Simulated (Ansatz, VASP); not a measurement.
## Lu: VASP beside Ansatz

```
CELL_PARAMETERS angstrom
5.29694 0.00000 0.00000
-2.64847 4.58729 0.00000
0.00000 0.00000 3.31413
ATOMIC_POSITIONS crystal
Lu 0.00000 0.00000 0.00000
Lu 0.33333 0.66667 0.50000
Lu 0.66667 0.33333 0.50000
```

Alike in both runs: task single point; functional RPBE; k mesh 8 × 8 × 10; occupations fermi-dirac, width 0.1 eV; no spin polarisation.

|  | VASP | Ansatz |
| --- | --- | --- |
| version | VASP 6.6.1 | Ansatz 0.2.0 |
| potentials or method | VASP PAW PBE potentials, release 64 (Lu), cutoff 520 eV | plane waves (420 eV) with PAW, scalar-relativistic |
| valence electrons in the cell | 75 | 75 |

|  | VASP | Ansatz | Ansatz less VASP |
| --- | --- | --- | --- |
| pressure (GPa) | 6.7 | 6.4 | -0.28 |
| traceless stress, the component that is largest in VASP (GPa) | -0.08 | -0.04 | +0.041 |

VASP's potentials were made for PBE, not for RPBE.

Spin-orbit coupling is off throughout.
